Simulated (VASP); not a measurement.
# Bi2Te2O (P4/nmm) in VASP: single point with PBE

Aim: the single point of Bi2Te2O with PBE.

All numbers are computed with VASP 6.6.1; they aren't measurements. Logs are shortened: lines on timing, memory, paths and dates and some standing lists are left out, and cuts for length are marked.

### Step 1. The cell of the first run

Symmetry: P4/nmm, No. 129, tetragonal system. Conventional cell: a = 4.225 Å, b = 4.225 Å, c = 16.348 Å, α = 90.00°, β = 90.00°, γ = 90.00°. Within 3.8 Å of Bi (site symmetry 4mm) lie 5 Te at 2.90 to 3.12 Å. Bi (site symmetry 4mm) has 4 O at 2.42 Å within 3.2 Å. Te (site symmetry 4mm) has 5 Bi at 3.12 to 3.88 Å within 4.1 Å. Within 3.8 Å of Te (site symmetry 4mm) lie 5 Bi at 2.90 to 3.44 Å and 4 O at 3.57 Å. Within 3.2 Å of O (site symmetry -4m2) lie 4 Bi at 2.42 Å and 4 O at 2.99 Å.

### Step 2. Single point, PBE

INCAR

```
ALGO = Normal
EDIFF = 1E-6
ENCUT = 520
GGA = PE
ISIF = 2
ISMEAR = 0
LASPH = True
LCHARG = False
LREAL = False
LWAVE = False
NBANDS = 59
NELM = 100
PREC = Accurate
SIGMA = 0.1
```

KPOINTS

```
k-points
0
Gamma
  4 4 1
```

POSCAR

```
Bi2Te2O
1.0
    4.2248268100      0.0000000000      0.0000000000
    0.0000000000      4.2248268100      0.0000000000
    0.0000000000      0.0000000000     16.3475704200
Bi Te O
4 4 2
Direct
    0.5000000000      0.0000000000      0.1463920000
    0.0000000000      0.5000000000      0.8536080000
    0.0000000000      0.5000000000      0.4275350000
    0.5000000000      0.0000000000      0.5724650000
    0.0000000000      0.5000000000      0.0908280000
    0.5000000000      0.0000000000      0.9091720000
    0.5000000000      0.0000000000      0.3237839900
    0.0000000000      0.5000000000      0.6762160100
    0.0000000000      0.0000000000      0.5000000000
    0.5000000000      0.5000000000      0.5000000000
```

Potentials or basis: VASP PAW PBE potentials, release 64 (Bi_d, Te, O).

Run with:

```bash
cat potpaw_PBE.64/Bi_d/POTCAR potpaw_PBE.64/Te/POTCAR potpaw_PBE.64/O/POTCAR > POTCAR
mpirun -np 1 vasp_std > vasp.out
```

OUTCAR:

```text
EDIFF = 1E-6
   ENCUT = 520
   GGA = PE
   ISIF = 2
   ISMEAR = 0
   LASPH = True
   LREAL = False
   NELM = 100
   PREC = Accurate

 ion  position               nearest neighbor table
   1  0.500  0.000  0.146-   7 2.90   5 3.12   5 3.12   5 3.12   5 3.12
   2  0.000  0.500  0.854-   8 2.90   6 3.12   6 3.12   6 3.12   6 3.12
   3  0.000  0.500  0.428-   9 2.42  10 2.42   9 2.42  10 2.42   7 3.44   7 3.44   7 3.44   7 3.44
                             4 3.81   4 3.81   4 3.81   4 3.81
   4  0.500  0.000  0.572-   9 2.42  10 2.42  10 2.42   9 2.42   8 3.44   8 3.44   8 3.44   8 3.44
                             3 3.81   3 3.81   3 3.81   3 3.81
   5  0.000  0.500  0.091-   1 3.12   1 3.12   1 3.12   1 3.12
   6  0.500  0.000  0.909-   2 3.12   2 3.12   2 3.12   2 3.12
   7  0.500  0.000  0.324-   1 2.90   3 3.44   3 3.44   3 3.44   3 3.44
   8  0.000  0.500  0.676-   2 2.90   4 3.44   4 3.44   4 3.44   4 3.44
   9  0.000  0.000  0.500-   3 2.42   4 2.42   3 2.42   4 2.42
  10  0.500  0.500  0.500-   3 2.42   4 2.42   4 2.42   3 2.42

  LATTYP: Found a simple tetragonal cell.
 ALAT       =     4.2248268100
 C/A-ratio  =     3.8694060503

  Lattice vectors:

 A1 = (   4.2248268100,   0.0000000000,   0.0000000000)
 A2 = (   0.0000000000,   4.2248268100,   0.0000000000)
 A3 = (   0.0000000000,   0.0000000000,  16.3475704200)

Analysis of symmetry for initial positions (statically):
=====================================================================
 Subroutine PRICEL returns:
 Original cell was already a primitive cell.

 Routine SETGRP: Setting up the symmetry group for a
 simple tetragonal supercell.

 Subroutine GETGRP returns: Found 16 space group operations
 (whereof  8 operations were pure point group operations)
 out of a pool of 16 trial point group operations.

The static configuration has the point symmetry D_2d.
 The point group associated with its full space group is D_4h.

Analysis of symmetry for dynamics (positions and initial velocities):
=====================================================================
 Subroutine PRICEL returns:
 Original cell was already a primitive cell.

 Routine SETGRP: Setting up the symmetry group for a
 simple tetragonal supercell.

 Subroutine GETGRP returns: Found 16 space group operations
 (whereof  8 operations were pure point group operations)
 out of a pool of 16 trial point group operations.

The dynamic configuration has the point symmetry D_2d.
 The point group associated with its full space group is D_4h.

 Subroutine INISYM returns: Found 16 space group operations
 (whereof  8 operations are pure point group operations),
 and found     1 'primitive' translations

----------------------------------------------------------------------------------------

                                     Primitive cell

  volume of cell :     291.7904

  direct lattice vectors                    reciprocal lattice vectors
     4.224826810  0.000000000  0.000000000     0.236696093  0.000000000  0.000000000
     0.000000000  4.224826810  0.000000000     0.000000000  0.236696093  0.000000000
     0.000000000  0.000000000 16.347570420     0.000000000  0.000000000  0.061171169

  length of vectors
     4.224826810  4.224826810 16.347570420     0.236696093  0.236696093  0.061171169

  position of ions in fractional coordinates (direct lattice)
     0.500000000  0.000000000  0.146392000
     0.000000000  0.500000000  0.853608000
     0.000000000  0.500000000  0.427535000
     0.500000000  0.000000000  0.572465000
     0.000000000  0.500000000  0.090828000
     0.500000000  0.000000000  0.909172000
     0.500000000  0.000000000  0.323783990
     0.000000000  0.500000000  0.676216010
     0.000000000  0.000000000  0.500000000
     0.500000000  0.500000000  0.500000000

  ion indices of the primitive-cell ions
   primitive index   ion index
                 1           1
                 2           2
                 3           3
                 4           4
                 5           5
                 6           6
                 7           7
                 8           8
                 9           9
                10          10

----------------------------------------------------------------------------------------

 KPOINTS: k-points

Automatic generation of k-mesh.
 Grid dimensions read from file:
 generate k-points for:    4    4    1

 Generating k-lattice:

  Cartesian coordinates                     Fractional coordinates (reciprocal lattice)
     0.059174023  0.000000000  0.000000000     0.250000000  0.000000000  0.000000000
     0.000000000  0.059174023  0.000000000     0.000000000  0.250000000  0.000000000
     0.000000000  0.000000000  0.061171169     0.000000000  0.000000000  1.000000000

  Length of vectors
     0.059174023  0.059174023  0.061171169

  Shift w.r.t. Gamma in fractional coordinates (k-lattice)
     0.000000000  0.000000000  0.000000000

 Subroutine IBZKPT returns following result:
 ===========================================

 Found      6 irreducible k-points:

 Following reciprocal coordinates:
            Coordinates               Weight
  0.000000  0.000000  0.000000      1.000000
  0.250000  0.000000  0.000000      4.000000
  0.500000  0.000000  0.000000      2.000000
  0.250000  0.250000  0.000000      4.000000
  0.500000  0.250000  0.000000      4.000000
  0.500000  0.500000  0.000000      1.000000
   k-points           NKPTS =      6   k-points in BZ     NKDIM =      6   number of bands    NBANDS=     59
   number of dos      NEDOS =    301   number of ions     NIONS =     10
   total plane-waves  NPLWV = 129024
   dimension x,y,z NGX =    32 NGY =   32 NGZ =  126
   dimension x,y,z NGXF=    64 NGYF=   64 NGZF=  252
   ions per type =               4   4   2
   NGX,Y,Z   is equivalent  to a cutoff of  12.59, 12.59, 12.81 a.u.
   NGXF,Y,Z  is equivalent  to a cutoff of  25.18, 25.18, 25.63 a.u.
 SYSTEM =  unknown system
   PREC   = accura    normal or accurate (medium, high low for compatibility)
   ISTART =      0    job   : 0-new  1-cont  2-samecut
   ICHARG =      2    charge: 1-file 2-atom 10-const
   ISPIN  =      1    spin polarized calculation?
   LNONCOLLINEAR =      F non collinear calculations
   LSORBIT =      F    spin-orbit coupling
   LASPH  =      T    aspherical Exc in radial PAW
   ENCUT  =  520.0 eV  38.22 Ry    6.18 a.u.   7.86  7.86 30.40*2*pi/ulx,y,z
   NELM   =    100;   NELMIN=  2; NELMDL= -5     # of ELM steps
   EDIFF  = 0.1E-05   stopping-criterion for ELM
   LREAL  =      F    real-space projection
   EDIFFG = 0.1E-04   stopping-criterion for IOM
   NSW    =      0    number of steps for IOM
   IBRION =     -1    ionic relax: 0-MD 1-quasi-New 2-CG
   NFREE  =      0    steps in history (QN), initial steepest desc. (CG)
   ISIF   =      2    stress and relaxation
   ISYM   =      2    0-nonsym 1-usesym 2-fastsym
   POTIM  = 0.5000    time-step for ionic-motion
   TEBEG  =    0.0;   TEEND  =   0.0 temperature during run
   PSTRESS=    0.0 pullay stress
   NELECT =      96.0000    total number of electrons
   NUPDOWN=      -1.0000    fix difference up-down
   EMIN   =  10.00;   EMAX   =-10.00  energy-range for DOS
   EFERMI =   0.00;   METHOD = LEGACY
   ISMEAR =     0;   SIGMA  =   0.10  broadening in eV -4-tet -1-fermi 0-gaus
   EFERMI_NEDOS =   21; number of points for ismear=-14 and -15
   IALGO  =     38    algorithm
   IMIX   =      4    mixing-type and parameters
     AMIX     =   0.40;   BMIX     =  1.00
     AMIX_MAG =   1.60;   BMIX_MAG =  1.00
  volume/ion in A,a.u.               =      29.18       196.91
  Fermi-wavevector in a.u.,A,eV,Ry     =   1.130164  2.135701 17.378330  1.277271
  Thomas-Fermi vector in A             =   2.266860
   LORBIT       =      0    0 simple, 1 ext, 2 COOP (PROOUT), +10 PAW based schemes
   GGA     = PE    functional components
   LHFCALC =     F    Hartree Fock is set to
   AEXX    =    0.0000 exact exchange contribution
   IVDW    =     0    specifies the selected vdW correction
   LEPSILON=     F    determine dielectric tensor
   LRPA    =     F    only Hartree local field effects (RPA)
 non-spin polarized calculation
 Gauss-broadening in eV      SIGMA  =   0.10
  energy-cutoff  :      520.00
  volume of cell :      291.79
 maximum number of plane-waves:      7904
 NGX is ok and might be reduce to    32
   NGX = 15   NGY = 15   NGZ = 61

 number of electron      96.0000007 magnetization

 Free energy of the ion-electron system (eV)
  ---------------------------------------------------
  ext. energy  EPLUGINS =         0.00000000
  ---------------------------------------------------
  free energy    TOTEN  =       -42.82583124 eV

  energy without entropy =      -42.82582280  energy(sigma->0) =      -42.82582702

 E-fermi :   5.7098     XC(G=0):  -9.3539

 val. band max:        5.4256279314   @ k =   0.2500   0.0000   0.0000
 cond. band min:       5.9699420511   @ k =   0.0000   0.0000   0.0000
 fundamental gap:      0.5443141197
 Fermi energy:         5.7097928147

 k-point     1 :       0.0000    0.0000    0.0000
  band No.  band energies     occupation
      1     -17.6714      2.00000
      2     -17.6193      2.00000
      3     -17.6038      2.00000
      4     -17.6038      2.00000
      5     -17.5987      2.00000
      6     -17.5586      2.00000
[... 51 lines left out ...]
     58       9.7498      0.00000
     59       9.8231      0.00000

 k-point     2 :       0.2500    0.0000    0.0000
  band No.  band energies     occupation
      1     -17.6693      2.00000
      2     -17.6122      2.00000
      3     -17.6060      2.00000
      4     -17.6007      2.00000
      5     -17.5823      2.00000
      6     -17.5787      2.00000
[... 237 lines left out ...]
     58       9.6571      0.00000
     59      10.3554      0.00000

 k-point     6 :       0.5000    0.5000    0.0000
  band No.  band energies     occupation
      1     -17.6848      2.00000
      2     -17.6848      2.00000
      3     -17.5954      2.00000
      4     -17.5954      2.00000
      5     -17.5529      2.00000
      6     -17.5529      2.00000
[... 51 lines left out ...]
     58       8.5974      0.00000
     59      10.5336      0.00000

------------------------ aborting loop because EDIFF is reached ----------------------------------------

  FORCE on cell =-STRESS in cart. coord.  units (eV):
  Direction    XX          YY          ZZ          XY          YZ          ZX
  --------------------------------------------------------------------------------------
  -------------------------------------------------------------------------------------
  Total       -0.0597095     -0.0597095     -0.0021728      0.0000000      0.0000000      0.0000000
  in kB       -0.3278560     -0.3278560     -0.0119306      0.0000000      0.0000000      0.0000000
  external PRESSURE =      -0.2225475 kB  Pullay stress =       0.0000000 kB

 VOLUME and BASIS-vectors are now :
 -----------------------------------------------------------------------------
  energy-cutoff  :      520.00
  volume of cell :      291.79
      direct lattice vectors                 reciprocal lattice vectors
     4.224826810  0.000000000  0.000000000     0.236696093  0.000000000  0.000000000
     0.000000000  4.224826810  0.000000000     0.000000000  0.236696093  0.000000000
     0.000000000  0.000000000 16.347570420     0.000000000  0.000000000  0.061171169

 POSITION                                       TOTAL-FORCE (eV/Angst)
 -----------------------------------------------------------------------------------
      2.11241      0.00000      2.39315         0.000000      0.000000     -0.029499
      0.00000      2.11241     13.95442         0.000000      0.000000      0.029499
      0.00000      2.11241      6.98916         0.000000      0.000000     -0.048658
      2.11241      0.00000      9.35841         0.000000      0.000000      0.048658
      0.00000      2.11241      1.48482         0.000000     -0.000000      0.059365
      2.11241      0.00000     14.86275         0.000000      0.000000     -0.059365
      2.11241      0.00000      5.29308         0.000000      0.000000     -0.032600
      0.00000      2.11241     11.05449         0.000000      0.000000      0.032600
      0.00000      0.00000      8.17379         0.000000      0.000000      0.000000
      2.11241      2.11241      8.17379        -0.000000     -0.000000      0.000000
 -----------------------------------------------------------------------------------
    total drift:                                0.000000      0.000000      0.000000

  FREE ENERGIE OF THE ION-ELECTRON SYSTEM (eV)
  ---------------------------------------------------
  free  energy   TOTEN  =       -42.8258312426 eV

  energy  without entropy=      -42.8258227965  energy(sigma->0) =      -42.82582702
```

Wall time 2.7 min (1 thread of Oxide Virtual Turin-like, shared host); peak memory 0.36 GiB.

Results:

```yaml
Free_energy: -42.8258 eV
Pressure: 0.0 GPa
Largest_force: 0.059 eV/Å
Band_gap_on_the_k_mesh: 0.54 eV, indirect (least direct gap 0.73 eV)
```

Forces on the atoms (eV/Å):
```
Bi   0.000  0.000 -0.029
Bi   0.000  0.000  0.029
Bi   0.000  0.000 -0.049
Bi   0.000  0.000  0.049
Te   0.000  0.000  0.059
Te   0.000  0.000 -0.059
Te   0.000  0.000 -0.033
Te   0.000  0.000  0.033
O    0.000  0.000  0.000
O    0.000  0.000  0.000
```

Caveat: spin-orbit coupling is left out, which moves the levels of the heavy elements; this functional lacks dispersion, which binds the layers, so the pressure and a relaxed spacing across them are unreliable.
